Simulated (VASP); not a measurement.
Crystal: Ca3Bi.

```xyz
4
Lattice="4.9622 0.0000 0.0000 -2.4811 4.2974 0.0000 0.0000 0.0000 5.6570" Properties=species:S:1:pos:R:3 pbc="T T T"
Ca    1.1889    0.6864    4.5330
Ca    3.7733    0.6864    4.5330
Ca    2.4811    2.9245    4.5330
Bi    0.0000    2.8649    3.0944
```

The cell was generated, and may not be a known phase.

```yaml
Program: VASP 6.6.1
Task: relaxation of cell and atoms
Functional: PBE
Potentials_or_basis: VASP PAW PBE potentials, release 64 (Ca_sv, Bi_d)
Cutoff: 600 eV
k_mesh: 6 × 6 × 4
Occupations: gaussian, width 0.1 eV
Spin: no spin polarisation
```

At the start: pressure 22.9 GPa; volume 30.16 Å³/atom.

Task: How do energy, volume and symmetry change on relaxing?

Result: Over 29 steps the energy falls by 2333.7 meV/atom and the volume is 34.67 Å³/atom (+15.0 %); space group P3m1 (No. 156, to 0.1 Å) before, P6/mmm (No. 191, to 0.1 Å).

The path:
```csv
step,energy change (eV),largest force (eV/Å),pressure (GPa),volume (Å³)
1,0.0000,3.5367,22.87,120.63
2,-6.8551,0.8366,0.74,208.65
3,-6.9556,0.8947,-0.28,221.62
4,-6.9627,0.9096,-0.68,227.77
5,-7.2774,0.7142,-1.14,221.85
6,-7.7491,0.4851,-1.90,209.93
7,-8.6739,0.4194,-3.06,179.45
8,-8.6020,0.4300,-3.15,186.75
9,-8.8879,0.4267,-2.46,169.81
10,-8.9741,0.4207,-1.67,158.65
11,-8.9769,0.4216,-1.38,155.45
12,-9.0862,0.4050,-0.66,149.85
13,-9.1225,0.3754,0.13,145.10
14,-9.1228,0.3703,0.24,144.49
15,-9.1407,0.2538,0.18,144.62
16,-9.1600,0.2392,0.07,144.95
17,-9.1656,0.2363,-0.06,145.37
18,-9.1739,0.2263,-0.40,146.63
19,-9.1764,0.2273,-0.40,146.52
20,-9.1841,0.2303,-0.39,146.20
21,-9.1995,0.2346,-0.38,145.56
22,-9.2297,0.2341,-0.36,144.28
23,-9.2826,0.1916,-0.25,141.74
24,-9.3091,0.3559,0.33,136.76
25,-9.3161,0.2728,0.04,138.57
26,-9.3315,0.0708,0.14,137.95
27,-9.3316,0.0888,0.13,138.00
28,-9.3340,0.0468,-0.05,139.01
29,-9.3347,0.0041,0.00,138.68
```

Final structure:
```
CELL_PARAMETERS angstrom
6.69553 0.00000 0.00000
-3.34776 5.79850 0.00000
0.00000 0.00000 3.57208
ATOMIC_POSITIONS crystal
Ca 0.33341 0.16671 0.86256
Ca 0.83329 0.16671 0.86256
Ca 0.83329 0.66659 0.86256
Bi 0.33333 0.66667 0.36325
```

Caveat: a cell axis changed by over 15 % at a fixed basis, so the end point is rough.
